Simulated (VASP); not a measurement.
Set up this calculation in VASP 6.6.1, as the native input.

- Task: single point
- Functional: PBE
- Potentials or basis: VASP PAW PBE potentials, release 64 (Lu, N, F)
- Cutoff: 520 eV
- k mesh: 6 × 6 × 2
- Occupations: gaussian, width 0.1 eV
- Spin: no spin polarisation
- Dipole correction: no
- Further INCAR settings: ALGO = Normal; EDIFF = 1e-06; NBANDS = 47

The structure of Lu2NF3 lies in POSCAR:

```
Lu2NF3
1.0
    3.4528844300      0.0000000000      0.0000000000
    0.0000000000      3.4528844300      0.0000000000
    0.0000000000      0.0000000000      7.6210742500
Lu N F
2 1 3
Direct
    0.0000000000      0.5000000000      0.7365000200
    0.5000000000      0.0000000000      0.2634999800
    0.0000000000      0.0000000000      0.0000000000
    0.5000000000      0.5000000000      0.0000000000
    0.0000000000      0.5000000000      0.3835000100
    0.5000000000      0.0000000000      0.6164999900
```

The cell was generated, and may not be a known phase.

The input as run:

INCAR

```
  ALGO = Normal
  EDIFF = 1E-6
  ENCUT = 520
  GGA = PE
  ISIF = 2
  ISMEAR = 0
  LASPH = True
  LCHARG = True
  LELF = True
  LREAL = False
  LVHAR = True
  LWAVE = False
  NBANDS = 47
  NELM = 100
  PREC = Accurate
  SIGMA = 0.1
```

KPOINTS

```
k-points
0
Gamma
  6 6 2
```

Potentials or basis: VASP PAW PBE potentials, release 64 (Lu, N, F).

The run is started by

```sh
$ cat potpaw_PBE.64/Lu/POTCAR potpaw_PBE.64/N/POTCAR potpaw_PBE.64/F/POTCAR > POTCAR
$ mpirun -np 1 vasp_std > vasp.out
```

It gave:

```json
{
  "Pressure": "-12.4 GPa",
  "Largest force": "4.526 eV/Å",
  "Band gap on the k mesh": "zero (bands 38 and 39 overlap by 0.55 eV)"
}
```

Caveat: the k points lie up to 0.41 Å⁻¹ apart, too coarse for converged energies and pressures of a metal; spin-orbit coupling is left out, which moves the levels of the heavy elements; forces of over 1 eV/Å act on the atoms, so gaps and moduli don't describe the material at rest.

Wall time 3.1 min on 1 thread of Oxide Virtual Turin-like Processor, on a shared host, peak memory 0.22 GiB.
